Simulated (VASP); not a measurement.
# SnSe (wurtzite type) (P6_3mc) in VASP: a series of runs

The runs below take SnSe (wurtzite type) through single point, relaxation of cell and atoms, with PBE.

All numbers are computed with VASP 6.6.1; they aren't measurements. Logs are shortened: lines on timing, memory, paths and dates and some standing lists are left out, and cuts for length are marked.

## (1) The cell of the first run

It takes space group P6_3mc (No. 186, hexagonal). Conventional cell: a = 5.110 Å, b = 5.110 Å, c = 6.165 Å, α = 90.00°, β = 90.00°, γ = 120.00°. Sn (site symmetry 3m) has 5 Se at 2.87 to 3.30 Å within 3.8 Å. Se (site symmetry 3m) has 5 Sn at 2.87 to 3.30 Å within 3.8 Å.

## (2) Single point, PBE

INCAR reads:

```
ALGO = Normal
EDIFF = 1E-7
ENCUT = 520
GGA = PE
ISIF = 2
ISMEAR = -1
LASPH = True
LCHARG = False
LREAL = False
LWAVE = False
NBANDS = 28
NELM = 100
PREC = Accurate
SIGMA = 0.08
```

KPOINTS reads:

```
k-points
0
Gamma
  11 11 6
```

POSCAR reads:

```
SnSe
1.0
    5.1099226455      0.0000000000      0.0000000000
   -2.5549613227      4.4253228224      0.0000000000
    0.0000000000      0.0000000000      6.1646424464
Sn Se
2 2
Direct
    0.3333333333      0.6666666667     -0.0445924335
    0.6666666667      0.3333333333      0.4554075665
    0.3333333333      0.6666666667      0.4205924335
    0.6666666667      0.3333333333      0.9205924335
```

Potentials or basis: VASP PAW PBE potentials, release 64 (Sn_d, Se).

Run with:

```bash
$ cat potpaw_PBE.64/Sn_d/POTCAR potpaw_PBE.64/Se/POTCAR > POTCAR
$ mpirun -np 1 vasp_std > vasp.out
```

OUTCAR:

```text
EDIFF = 1E-7
   ENCUT = 520
   GGA = PE
   ISIF = 2
   ISMEAR = -1
   LASPH = True
   LREAL = False
   NELM = 100
   PREC = Accurate

 ion  position               nearest neighbor table
   1  0.333  0.667  0.955-   3 2.87   4 2.96   4 2.96   4 2.96
   2  0.667  0.333  0.455-   4 2.87   3 2.96   3 2.96   3 2.96
   3  0.333  0.667  0.421-   1 2.87   2 2.96   2 2.96   2 2.96
   4  0.667  0.333  0.921-   2 2.87   1 2.96   1 2.96   1 2.96

  LATTYP: Found a hexagonal cell.
 ALAT       =     5.1099226455
 C/A-ratio  =     1.2064062167

  Lattice vectors:

 A1 = (   5.1099226455,   0.0000000000,   0.0000000000)
 A2 = (  -2.5549613227,   4.4253228224,   0.0000000000)
 A3 = (   0.0000000000,   0.0000000000,   6.1646424464)

Analysis of symmetry for initial positions (statically):
=====================================================================
 Subroutine PRICEL returns:
 Original cell was already a primitive cell.

 Routine SETGRP: Setting up the symmetry group for a
 hexagonal supercell.

 Subroutine GETGRP returns: Found 12 space group operations
 (whereof  6 operations were pure point group operations)
 out of a pool of 24 trial point group operations.

The static configuration has the point symmetry C_3v.
 The point group associated with its full space group is C_6v.

Analysis of symmetry for dynamics (positions and initial velocities):
=====================================================================
 Subroutine PRICEL returns:
 Original cell was already a primitive cell.

 Routine SETGRP: Setting up the symmetry group for a
 hexagonal supercell.

 Subroutine GETGRP returns: Found 12 space group operations
 (whereof  6 operations were pure point group operations)
 out of a pool of 24 trial point group operations.

The dynamic configuration has the point symmetry C_3v.
 The point group associated with its full space group is C_6v.

 Subroutine INISYM returns: Found 12 space group operations
 (whereof  6 operations are pure point group operations),
 and found     1 'primitive' translations

----------------------------------------------------------------------------------------

                                     Primitive cell

  volume of cell :     139.4014

  direct lattice vectors                    reciprocal lattice vectors
     5.109922646  0.000000000  0.000000000     0.195697679  0.112986107  0.000000000
    -2.554961323  4.425322822  0.000000000     0.000000000  0.225972215  0.000000000
     0.000000000  0.000000000  6.164642446     0.000000000  0.000000000  0.162215410

  length of vectors
     5.109922646  5.109922645  6.164642446     0.225972215  0.225972215  0.162215410

  position of ions in fractional coordinates (direct lattice)
     0.333333333  0.666666667  0.955407566
     0.666666667  0.333333333  0.455407566
     0.333333333  0.666666667  0.420592433
     0.666666667  0.333333333  0.920592433

  ion indices of the primitive-cell ions
   primitive index   ion index
                 1           1
                 2           2
                 3           3
                 4           4

----------------------------------------------------------------------------------------

 KPOINTS: k-points

Automatic generation of k-mesh.
 Grid dimensions read from file:
 generate k-points for:   11   11    6

 Generating k-lattice:

  Cartesian coordinates                     Fractional coordinates (reciprocal lattice)
     0.017790698  0.010271464  0.000000000     0.090909091 -0.000000000  0.000000000
     0.000000000  0.020542929  0.000000000     0.000000000  0.090909091  0.000000000
     0.000000000  0.000000000  0.027035902     0.000000000  0.000000000  0.166666667

  Length of vectors
     0.020542929  0.020542929  0.027035902

  Shift w.r.t. Gamma in fractional coordinates (k-lattice)
     0.000000000  0.000000000  0.000000000

 Subroutine IBZKPT returns following result:
 ===========================================

 Found     64 irreducible k-points:

 Following reciprocal coordinates:
            Coordinates               Weight
  0.000000  0.000000  0.000000      1.000000
  0.090909 -0.000000  0.000000      6.000000
  0.181818  0.000000  0.000000      6.000000
  0.272727  0.000000  0.000000      6.000000
  0.363636 -0.000000  0.000000      6.000000
  0.454545  0.000000  0.000000      6.000000
[... 16 lines left out ...]
  0.090909  0.090909  0.166667     12.000000
  0.181818  0.090909  0.166667     24.000000
 [... further k-points ...]
   k-points           NKPTS =     64   k-points in BZ     NKDIM =     64   number of bands    NBANDS=     28
   number of dos      NEDOS =    301   number of ions     NIONS =      4
   total plane-waves  NPLWV =  76800
   dimension x,y,z NGX =    40 NGY =   40 NGZ =   48
   dimension x,y,z NGXF=    80 NGYF=   80 NGZF=   96
   ions per type =               2   2
   NGX,Y,Z   is equivalent  to a cutoff of  13.01, 13.01, 12.94 a.u.
   NGXF,Y,Z  is equivalent  to a cutoff of  26.03, 26.03, 25.89 a.u.
 SYSTEM =  unknown system
   PREC   = accura    normal or accurate (medium, high low for compatibility)
   ISTART =      0    job   : 0-new  1-cont  2-samecut
   ICHARG =      2    charge: 1-file 2-atom 10-const
   ISPIN  =      1    spin polarized calculation?
   LNONCOLLINEAR =      F non collinear calculations
   LSORBIT =      F    spin-orbit coupling
   LASPH  =      T    aspherical Exc in radial PAW
   ENCUT  =  520.0 eV  38.22 Ry    6.18 a.u.   9.50  9.50 11.46*2*pi/ulx,y,z
   NELM   =    100;   NELMIN=  2; NELMDL= -5     # of ELM steps
   EDIFF  = 0.1E-06   stopping-criterion for ELM
   LREAL  =      F    real-space projection
   EDIFFG = 0.1E-05   stopping-criterion for IOM
   NSW    =      0    number of steps for IOM
   IBRION =     -1    ionic relax: 0-MD 1-quasi-New 2-CG
   NFREE  =      0    steps in history (QN), initial steepest desc. (CG)
   ISIF   =      2    stress and relaxation
   ISYM   =      2    0-nonsym 1-usesym 2-fastsym
   POTIM  = 0.5000    time-step for ionic-motion
   TEBEG  =    0.0;   TEEND  =   0.0 temperature during run
   PSTRESS=    0.0 pullay stress
   NELECT =      40.0000    total number of electrons
   NUPDOWN=      -1.0000    fix difference up-down
   EMIN   =  10.00;   EMAX   =-10.00  energy-range for DOS
   EFERMI =   0.00;   METHOD = LEGACY
   ISMEAR =    -1;   SIGMA  =   0.08  broadening in eV -4-tet -1-fermi 0-gaus
   EFERMI_NEDOS =   21; number of points for ismear=-14 and -15
   IALGO  =     38    algorithm
   IMIX   =      4    mixing-type and parameters
     AMIX     =   0.40;   BMIX     =  1.00
     AMIX_MAG =   1.60;   BMIX_MAG =  1.00
  volume/ion in A,a.u.               =      34.85       235.18
  Fermi-wavevector in a.u.,A,eV,Ry     =   1.079790  2.040506 15.863650  1.165945
  Thomas-Fermi vector in A             =   2.215764
   LORBIT       =      0    0 simple, 1 ext, 2 COOP (PROOUT), +10 PAW based schemes
   GGA     = PE    functional components
   LHFCALC =     F    Hartree Fock is set to
   AEXX    =    0.0000 exact exchange contribution
   IVDW    =     0    specifies the selected vdW correction
   LEPSILON=     F    determine dielectric tensor
   LRPA    =     F    only Hartree local field effects (RPA)
 non-spin polarized calculation
  energy-cutoff  :      520.00
  volume of cell :      139.40
 maximum number of plane-waves:      3802
 NGX is ok and might be reduce to    40
   NGX = 19   NGY = 19   NGZ = 23

 number of electron      40.0000006 magnetization

 Free energy of the ion-electron system (eV)
  ---------------------------------------------------
  ext. energy  EPLUGINS =         0.00000000
  ---------------------------------------------------
  free energy    TOTEN  =       -16.04680122 eV

  energy without entropy =      -16.04622812  energy(sigma->0) =      -16.04651467

 E-fermi :   3.9089     XC(G=0):  -8.2191

 val. band max:        3.5493096195   @ k =   0.3636   0.2727   0.5000
 cond. band min:       4.3772862690   @ k =   0.3636   0.2727   0.5000
 fundamental gap:      0.8279766494
 Fermi energy:         3.9089060042

 k-point     1 :       0.0000    0.0000    0.0000
  band No.  band energies     occupation
      1     -18.1402      2.00000
      2     -18.1394      2.00000
      3     -18.1394      2.00000
      4     -18.1392      2.00000
      5     -18.1392      2.00000
      6     -18.1262      2.00000
[... 20 lines left out ...]
     27       9.0458      0.00000
     28       9.1672      0.00000

 k-point     2 :       0.0909   -0.0000    0.0000
  band No.  band energies     occupation
      1     -18.1426      2.00000
      2     -18.1395      2.00000
      3     -18.1394      2.00000
      4     -18.1386      2.00000
      5     -18.1367      2.00000
      6     -18.1264      2.00000
[... 20 lines left out ...]
     27       8.9371      0.00000
     28       9.0553      0.00000

 k-point     3 :       0.1818    0.0000    0.0000
  band No.  band energies     occupation
      1     -18.1448      2.00000
      2     -18.1400      2.00000
      3     -18.1393      2.00000
      4     -18.1377      2.00000
      5     -18.1334      2.00000
      6     -18.1268      2.00000
[... 20 lines left out ...]
     27       8.8278      0.00000
     28       9.1159      0.00000

 k-point     4 :       0.2727    0.0000    0.0000
  band No.  band energies     occupation
      1     -18.1465      2.00000
      2     -18.1409      2.00000
      3     -18.1389      2.00000
      4     -18.1366      2.00000
      5     -18.1303      2.00000
      6     -18.1272      2.00000
[... 578 lines left out ...]
     27       8.9061      0.00000
     28       8.9615      0.00000

 k-point    23 :       0.0909    0.0909    0.1667
  band No.  band energies     occupation
      1     -18.1434      2.00000
      2     -18.1405      2.00000
      3     -18.1390      2.00000
      4     -18.1387      2.00000
      5     -18.1338      2.00000
      6     -18.1253      2.00000
[... 20 lines left out ...]
     27       8.9748      0.00000
     28       9.1892      0.00000

 k-point    24 :       0.1818    0.0909    0.1667
  band No.  band energies     occupation
      1     -18.1449      2.00000
      2     -18.1410      2.00000
      3     -18.1388      2.00000
      4     -18.1377      2.00000
      5     -18.1311      2.00000
      6     -18.1258      2.00000
[... 20 lines left out ...]
     27       8.8797      0.00000
     28       9.4148      0.00000

 [... further k-points ...]

------------------------ aborting loop because EDIFF is reached ----------------------------------------

  FORCE on cell =-STRESS in cart. coord.  units (eV):
  Direction    XX          YY          ZZ          XY          YZ          ZX
  --------------------------------------------------------------------------------------
  -------------------------------------------------------------------------------------
  Total        0.0063432      0.0063432      0.0103737      0.0000000      0.0000000      0.0000000
  in kB        0.0729039      0.0729039      0.1192274      0.0000000      0.0000000      0.0000000
  external PRESSURE =       0.0883451 kB  Pullay stress =       0.0000000 kB

 VOLUME and BASIS-vectors are now :
 -----------------------------------------------------------------------------
  energy-cutoff  :      520.00
  volume of cell :      139.40
      direct lattice vectors                 reciprocal lattice vectors
     5.109922646  0.000000000  0.000000000     0.195697679  0.112986107  0.000000000
    -2.554961323  4.425322822  0.000000000     0.000000000  0.225972215  0.000000000
     0.000000000  0.000000000  6.164642446     0.000000000  0.000000000  0.162215410

 POSITION                                       TOTAL-FORCE (eV/Angst)
 -----------------------------------------------------------------------------------
     -0.00000      2.95022      5.88975         0.000000      0.000000     -0.005949
      2.55496      1.47511      2.80742         0.000000     -0.000000     -0.005949
     -0.00000      2.95022      2.59280        -0.000000      0.000000      0.005949
      2.55496      1.47511      5.67512        -0.000000     -0.000000      0.005949
 -----------------------------------------------------------------------------------
    total drift:                               -0.000000      0.000000     -0.000292

  FREE ENERGIE OF THE ION-ELECTRON SYSTEM (eV)
  ---------------------------------------------------
  free  energy   TOTEN  =       -16.0468012172 eV

  energy  without entropy=      -16.0462281216  energy(sigma->0) =      -16.04651467
```

Wall time 5.2 min (1 thread of Intel Xeon Platinum 8375C at 2.90GHz (Ice Lake), shared host); peak memory 0.39 GiB.

What came out:

```yaml
Free_energy: -16.0468 eV
Pressure: 0.0 GPa
Largest_force: 0.006 eV/Å
Band_gap_on_the_k_mesh: 0.83 eV, direct
```

Forces on the atoms (eV/Å):
```
Sn   0.000  0.000 -0.006
Sn   0.000  0.000 -0.006
Se   0.000  0.000  0.006
Se   0.000  0.000  0.006
```

Levels at points of the mesh, in eV from the valence-band top:
```
           k point  band 17  band 18  band 19  band 20  band 21  band 22  band 23  band 24
(0.00, 0.00, 0.00)    -3.48    -2.24    -2.24    -2.20     1.13     1.13     2.65     2.65
(0.00, 0.00, 0.50)    -2.90    -2.90    -1.54    -1.54     1.57     1.57     1.57     1.57
```

Caveat: spin-orbit coupling is left out, which moves the levels of the heavy elements. A k mesh can miss the band edges.

## (3) Single point, PBE

INCAR reads:

```
SYSTEM = SnSe
PREC = Accurate ; ENCUT = 520
EDIFF = 1E-6 ; ISMEAR = -1
SIGMA = 0.08 ; LREAL = .False.
LASPH = .True. ; NELM = 100
ALGO = Normal ; ISIF = 2
LWAVE = .False. ; LCHARG = .False.
GGA = PE ; NBANDS = 28
```

KPOINTS reads:

```
regular mesh
0
Gamma
  11 11 6
  0 0 0
```

POSCAR is that of step 2.

Potentials or basis: VASP PAW PBE potentials, release 64 (Sn_d, Se).

Run with:

```bash
$ cat potpaw_PBE.64/Sn_d/POTCAR potpaw_PBE.64/Se/POTCAR > POTCAR
$ mpirun -np 1 vasp_std > vasp.out
```

OUTCAR:

```text
SYSTEM = SnSe
   PREC = Accurate
   ENCUT = 520
   EDIFF = 1E-6
   ISMEAR = -1
   LREAL = .False.
   LASPH = .True.
   NELM = 100
   ISIF = 2
   GGA = PE

 ion  position               nearest neighbor table
   1  0.333  0.667  0.955-   3 2.87   4 2.96   4 2.96   4 2.96
   2  0.667  0.333  0.455-   4 2.87   3 2.96   3 2.96   3 2.96
   3  0.333  0.667  0.421-   1 2.87   2 2.96   2 2.96   2 2.96
   4  0.667  0.333  0.921-   2 2.87   1 2.96   1 2.96   1 2.96

  LATTYP: Found a hexagonal cell.
 ALAT       =     5.1099226455
 C/A-ratio  =     1.2064062167
[... 944 lines left out ...]
  --------------------------------------------------------------------------------------
  -------------------------------------------------------------------------------------
  Total        0.0080966      0.0080966      0.0120347      0.0000000      0.0000000      0.0000000
  in kB        0.0930569      0.0930569      0.1383176      0.0000000      0.0000000      0.0000000
  external PRESSURE =       0.1081438 kB  Pullay stress =       0.0000000 kB

 VOLUME and BASIS-vectors are now :
 -----------------------------------------------------------------------------
  energy-cutoff  :      520.00
  volume of cell :      139.40
      direct lattice vectors                 reciprocal lattice vectors
     5.109922646  0.000000000  0.000000000     0.195697679  0.112986107  0.000000000
    -2.554961323  4.425322822  0.000000000     0.000000000  0.225972215  0.000000000
     0.000000000  0.000000000  6.164642446     0.000000000  0.000000000  0.162215410

 POSITION                                       TOTAL-FORCE (eV/Angst)
 -----------------------------------------------------------------------------------
     -0.00000      2.95022      5.88975         0.000000     -0.000000     -0.005979
      2.55496      1.47511      2.80742        -0.000000      0.000000     -0.005979
     -0.00000      2.95022      2.59280         0.000000      0.000000      0.005979
      2.55496      1.47511      5.67512         0.000000      0.000000      0.005979
 -----------------------------------------------------------------------------------
    total drift:                               -0.000000      0.000000     -0.000405

  FREE ENERGIE OF THE ION-ELECTRON SYSTEM (eV)
  ---------------------------------------------------
  free  energy   TOTEN  =       -16.0468011397 eV

  energy  without entropy=      -16.0462280387  energy(sigma->0) =      -16.04651459
```

OSZICAR:

```text
N       E                     dE             d eps       ncg     rms          rms(c)
DAV:   1     0.363208875047E+03    0.36321E+03   -0.19144E+04  3620   0.167E+03
DAV:   2     0.356678317885E+02   -0.32754E+03   -0.31849E+03  3664   0.437E+02
DAV:   3    -0.140918382467E+02   -0.49760E+02   -0.48559E+02  4368   0.154E+02
DAV:   4    -0.165218732533E+02   -0.24300E+01   -0.24183E+01  4148   0.355E+01
DAV:   5    -0.165821664698E+02   -0.60293E-01   -0.60282E-01  4540   0.622E+00    0.448E+00
DAV:   6    -0.160450140096E+02    0.53715E+00   -0.13091E+00  4696   0.509E+00    0.267E+00
DAV:   7    -0.160415469444E+02    0.34671E-02   -0.25682E-01  4404   0.182E+00    0.137E+00
DAV:   8    -0.160454599783E+02   -0.39130E-02   -0.26622E-02  3984   0.115E+00    0.184E-01
DAV:   9    -0.160456773887E+02   -0.21741E-03   -0.47223E-03  4028   0.428E-01    0.876E-02
DAV:  10    -0.160465621161E+02   -0.88473E-03   -0.12469E-03  4248   0.160E-01    0.386E-02
DAV:  11    -0.160467732359E+02   -0.21112E-03   -0.28441E-04  3912   0.833E-02    0.121E-02
DAV:  12    -0.160467932228E+02   -0.19987E-04   -0.27249E-05  4008   0.335E-02    0.556E-03
DAV:  13    -0.160468007821E+02   -0.75593E-05   -0.10760E-05  3308   0.139E-02    0.354E-03
DAV:  14    -0.160468011397E+02   -0.35755E-06   -0.93651E-07  3100   0.931E-03
   1 F= -.16046801E+02 E0= -.16046515E+02  d E =-.573101E-03
```

stdout:

```text
POSCAR found type information on POSCAR SnSe
 POSCAR found :  2 types and       4 ions
 scaLAPACK will be used
 LDA part: xc-table for (Slater+PW92), standard interpolation
 POSCAR, INCAR and KPOINTS ok, starting setup
 FFT: planning ... GRIDC
 FFT: planning ... GRID_SOFT
 FFT: planning ... GRID
 WAVECAR not read
 entering main loop
```

Run time: 5.4 min. Hardware: 1 thread of Intel Xeon Platinum 8375C at 2.90GHz (Ice Lake), shared host; peak memory 0.39 GiB.

What came out:

| Quantity | Value |
| --- | --- |
| Free energy | -16.0468 eV |
| Pressure | 0.0 GPa |
| Largest force | 0.006 eV/Å |
| Band gap on the k mesh | 0.83 eV, direct |

Forces in eV/Å, atoms in the order of the input:
```
Sn   0.000  0.000 -0.006
Sn   0.000  0.000 -0.006
Se   0.000  0.000  0.006
Se   0.000  0.000  0.006
```

Levels at points of the mesh, in eV from the valence-band top:
| k point | band 18 | band 19 | band 20 | band 21 | band 22 | band 23 |
| --- | --- | --- | --- | --- | --- | --- |
| (0.00, 0.00, 0.00) | -2.24 | -2.24 | -2.20 | 1.13 | 1.13 | 2.65 |
| (0.00, 0.00, 0.50) | -2.90 | -1.54 | -1.54 | 1.57 | 1.57 | 1.57 |

Caveat: spin-orbit coupling is left out, which moves the levels of the heavy elements. A k mesh can miss the band edges.

(Part 1 of 2 ends here.)
